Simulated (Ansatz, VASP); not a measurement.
## One calculation of P, two programs

```
P
1.0
    -1.54620    1.54620    1.54620
     1.54620   -1.54620    1.54620
     1.54620    1.54620   -1.54620
P
1
Direct
  0.00000 0.00000 0.00000
```

Alike in both runs: task single point; functional PBEsol; k mesh 16 × 16 × 16; occupations fermi-dirac, width 0.1 eV; no spin polarisation.

```csv
,VASP,Ansatz
version,VASP 6.6.1,Ansatz 0.2.0
potentials or method,"VASP PAW PBE potentials, release 64 (P), cutoff 520 eV","plane waves (420 eV) with PAW, scalar-relativistic"
valence electrons in the cell,5,5
```

```csv
,VASP,Ansatz,Ansatz less VASP
pressure (GPa),-7.2,-7.3,-0.10
```

VASP's potentials were made for PBE, not for PBEsol, and Ansatz warns of the same on its side. The functional is the same, so the differences come from potentials, cutoffs and numerics.
